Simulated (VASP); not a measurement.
Wanted: the native input for a VASP 6.6.1 run.

* Task: single point
* Functional: PBE
* Potentials or basis: VASP PAW PBE potentials, release 64 (Na_pv, B, Pd)
* Cutoff: 520 eV
* k mesh: 4 × 4 × 4
* Occupations: gaussian, width 0.1 eV
* Spin: collinear spin
* Starting moments: [0.0, 0.0, 0.0, 0.0, 1.0] μB
* Dipole correction: no
* Further INCAR settings: ALGO = Normal; EDIFF = 1e-06; NBANDS = 29

The structure of Na3BPd lies in POSCAR:

```
Na3BPd
1.0
    4.7542264389      0.0000000000      0.0000000000
    0.0000000000      6.1733814104      0.0000000000
    0.0000000000      0.0000000000      4.0200337934
Na B Pd
3 1 1
Direct
    0.5000000000      0.0000000000      0.7766997094
    0.0000000000      0.2802759879      0.2760476818
    0.0000000000      0.7197240121      0.2760476818
    0.5000000000      0.5000000000      0.2956556773
    0.5000000000      0.5000000000      0.7951787398
```

The cell was built from a structure type or drawn by symmetry, and may not be a known phase.

The input as run:

INCAR

```
ALGO = Normal ; EDIFF = 1E-6
ENCUT = 520 ; GGA = PE
ISIF = 2 ; ISMEAR = 0
ISPIN = 2 ; LASPH = T
LCHARG = F ; LMAXMIX = 4
LORBIT = 11 ; LREAL = F
LWAVE = F ; MAGMOM = 0 0 0 0 1
NBANDS = 29 ; NELM = 150
PREC = Accurate ; SIGMA = 0.1
```

KPOINTS

```
k-points
0
Gamma
  4 4 4
```

Potentials or basis: VASP PAW PBE potentials, release 64 (Na_pv, B, Pd).

The run is started by

```bash
$ cat potpaw_PBE.64/Na_pv/POTCAR potpaw_PBE.64/B/POTCAR potpaw_PBE.64/Pd/POTCAR > POTCAR
$ mpirun -np 1 vasp_std > vasp.out
```

Results of the run:

- Pressure: -0.1 GPa
- Largest force: 0.018 eV/Å
- Band gap on the k mesh: zero (filled and empty bands overlap)
- Net moment: -0.02 μB per cell
- Valence electrons inside the program's atomic spheres: Na 6.06, 6.07 (each value once); B 1.66; Pd 9.62

Caveat: the k points lie up to 0.39 Å⁻¹ apart, too coarse for converged energies and pressures of a metal.

Wall time 90 s on 1 thread of Intel(R) Xeon(R) Platinum 8488C (Sapphire Rapids), with other jobs on the host, peak memory 0.34 GiB.
